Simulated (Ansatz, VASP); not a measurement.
# One calculation of C, two programs

```xyz
1
Lattice="-0.9814 0.9814 0.9814 0.9814 -0.9814 0.9814 0.9814 0.9814 -0.9814" Properties=species:S:1:pos:R:3 pbc="T T T"
C     0.0000    0.0000    0.0000
```

Change from the starting cell: volume scaled by 0.6, LAPW.

Alike in both runs: task single point; functional LDA; k mesh 22 × 22 × 22; occupations fermi-dirac, width 0.1 eV; no spin polarisation.

```csv
,VASP,Ansatz
version,VASP 6.6.1,Ansatz 0.2.0
potentials or method,"VASP PAW LDA potentials, release 64 (C), cutoff 520 eV","all-electron LAPW, scalar-relativistic"
```

|  | VASP | Ansatz | Ansatz less VASP |
| --- | --- | --- | --- |
| pressure (GPa) | 308.5 | 306.6 | -1.92 |

LDA's correlation is that of Perdew and Zunger in VASP and of Perdew and Wang (1992) in Ansatz. Both programs put the cell under a high pressure, so it lies far from rest at this level. Ansatz ran all-electron here, and VASP with PAW potentials.

Noted on VASP's run: the cell as given lies far from equilibrium.
